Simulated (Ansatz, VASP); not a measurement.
## Two plane-wave programs on C

```
CELL_PARAMETERS angstrom
2.46652 0.00000 0.00000
-1.23326 2.13607 0.00000
0.00000 0.00000 26.24155
ATOMIC_POSITIONS crystal
C 0.00000 0.00000 0.91756
C 0.33333 0.66667 0.91756
C 0.00000 0.00000 0.74911
C 0.33333 0.66667 0.74910
C 0.66667 0.33333 0.25090
C 0.00000 0.00000 0.25089
C 0.66667 0.33333 0.08244
C 0.00000 0.00000 0.08244
C 0.33333 0.66667 0.58423
C 0.66667 0.33333 0.58423
C 0.33333 0.66667 0.41577
C 0.66667 0.33333 0.41577
```

Change from the starting cell: strain along c alone, the other axes held, atoms relaxed: +2.0 %.

Alike in both runs: functional PBE; k mesh 18 × 18 × 2; occupations gaussian, width 0.01 eV; no spin polarisation.

Ansatz relaxed the structure, and its values are those at the end. VASP's run is a single point on that final structure, the one shown.

```csv
,VASP,Ansatz
version,VASP 6.6.1,Ansatz 0.2.0
potentials or method,"VASP PAW PBE potentials, release 64 (C), cutoff 520 eV","scalar-relativistic, plane waves, PAW"
valence electrons in the cell,48,48
```

|  | VASP | Ansatz | Ansatz less VASP |
| --- | --- | --- | --- |
| gap on the k mesh at the Fermi level (eV) | 0.06 | 0.06 | 0.000 |
| least direct gap on the mesh (eV) | 0.06 | 0.06 | 0.000 |
| pressure (GPa) | 0.3 | 0.0 | -0.34 |

The functional is the same, so the differences come from potentials, cutoffs and numerics. Ansatz's warnings: stress scf threshold loose.
